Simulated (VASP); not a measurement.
Wanted: the native input for a VASP 6.6.1 run.

```yaml
Task: single point
Functional: PBE
Potentials_or_basis: VASP PAW PBE potentials, release 64 (Au)
Cutoff: 520 eV
k_mesh: 7 × 6 × 14
Occupations: gaussian, width 0.1 eV
Spin: no spin polarisation
Dipole_correction: no
Further_INCAR_settings: ALGO = Fast; EDIFF = 1e-06; NBANDS = 30
```

The structure of Au lies in POSCAR:

```
Au
1.0
    5.2929863098      0.0000000000      0.0390640655
    0.0000000000      5.6802178820      0.0000000000
   -1.7466538379      0.0000000000      2.3839363928
Au
4
Direct
    0.0000000000      0.5000000000      0.0000000000
    0.5000000000      0.7500000000      0.0000000000
    0.0000000000      0.0000000000      0.0000000000
    0.5000000000      0.2500000000      0.0000000000
```

One way to write it, as run:

INCAR

```
SYSTEM = Au
PREC = Accurate
ENCUT = 520
EDIFF = 1E-6
ISMEAR = 0
SIGMA = 0.1
LREAL = .False.
LASPH = .True.
NELM = 100
ALGO = Fast
ISIF = 2
LWAVE = .False.
LCHARG = .False.
GGA = PE
NBANDS = 30
```

KPOINTS

```
Automatic mesh
0
Gamma
  7 6 14
  0 0 0
```

Potentials or basis: VASP PAW PBE potentials, release 64 (Au).

Run with:

```sh
$ cat potpaw_PBE.64/Au/POTCAR > POTCAR
$ mpirun -np 1 vasp_std > vasp.out
```

Results of the run:

The pressure is -0.4 GPa and the band gap on the k mesh is zero (bands 22 and 23 overlap by 4.27 eV).

Caveat: spin-orbit coupling is left out, which moves the levels of the heavy elements.

Wall time 5.3 min on 1 thread of Intel Xeon 8259CL, on a shared host, peak memory 0.42 GiB.
